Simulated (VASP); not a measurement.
The system is SiNi.

```
CELL_PARAMETERS angstrom
4.50369 0.00000 0.00000
0.00000 4.50369 0.00000
0.00000 0.00000 4.50369
ATOMIC_POSITIONS crystal
Si 0.65317 0.15317 0.34683
Si 0.15317 0.34683 0.65317
Si 0.34683 0.65317 0.15317
Si 0.84683 0.84683 0.84683
Ni 0.35050 0.85050 0.64950
Ni 0.85050 0.64950 0.35050
Ni 0.64950 0.35050 0.85050
Ni 0.14950 0.14950 0.14950
```

```yaml
Program: VASP 6.6.1
Task: relaxation of cell and atoms
Functional: LDA
Potentials_or_basis: VASP PAW LDA potentials, release 64 (Si, Ni)
Cutoff: 600 eV
k_mesh: 4 × 4 × 4
Occupations: gaussian, width 0.1 eV
Spin: no spin polarisation
```

At the start: pressure -8.9 GPa; volume 11.42 Å³/atom.

Problem. Where does the relaxation end?

Solution. Over 3 steps the energy falls by 15.6 meV/atom and the volume is 10.89 Å³/atom (-4.6 %); space group P2_13 (No. 198, to 0.1 Å) before and after.

Step by step:
| step | energy change (eV) | largest force (eV/Å) | pressure (GPa) | volume (Å³) |
| --- | --- | --- | --- | --- |
| 1 | 0.0000 | 0.0633 | -8.91 | 91.35 |
| 2 | -0.0014 | 0.0404 | 10.67 | 83.21 |
| 3 | -0.1246 | 0.0280 | -0.05 | 87.11 |

Final structure:
```xyz
8
Lattice="4.4330 0.0000 0.0000 0.0000 4.4330 0.0000 0.0000 0.0000 4.4330" Properties=species:S:1:pos:R:3 pbc="T T T"
Si    2.8963    0.6799    1.5366
Si    0.6799    1.5366    2.8963
Si    1.5366    2.8963    0.6799
Si    3.7531    3.7531    3.7531
Ni    1.5542    3.7707    2.8788
Ni    3.7707    2.8788    1.5542
Ni    2.8788    1.5542    3.7707
Ni    0.6623    0.6623    0.6623
```

Caveat: the relaxation stopped at a loose force limit of 0.05 eV/Å, so its end isn't a converged minimum.
